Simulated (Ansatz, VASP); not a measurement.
# One calculation of Cd, two programs

```xyz
3
Lattice="3.0771 0.0000 0.0000 -1.5385 2.6648 0.0000 0.0000 0.0000 8.4136" Properties=species:S:1:pos:R:3 pbc="T T T"
Cd    0.0000    0.0000    0.0000
Cd    0.0000    1.7765    2.8045
Cd    1.5385    0.8883    5.6091
```

Alike in both runs: functional PBE; k mesh 18 × 18 × 6; occupations gaussian, width 0.1 eV; no spin polarisation.

Ansatz relaxed the structure, and its values are those at the end. VASP's run is a single point on that final structure, the one shown.

|  | VASP | Ansatz |
| --- | --- | --- |
| version | VASP 6.6.1 | Ansatz 0.2.0 |
| potentials or method | VASP PAW PBE potentials, release 64 (Cd), cutoff 520 eV | scalar-relativistic, plane waves, PAW |
| valence electrons in the cell | 36 | 60 |

```csv
,VASP,Ansatz,Ansatz less VASP
gap on the k mesh at the Fermi level (eV),none,none,-
pressure (GPa),0.2,0.0,-0.27
```

A gap of «none» marks a metal or a gap that the smearing closes. The functional is the same, so the differences come from potentials, cutoffs and numerics. VASP's potentials hold 36 valence electrons a cell and Ansatz's 60, so a difference there can come from the potentials and not from the codes.
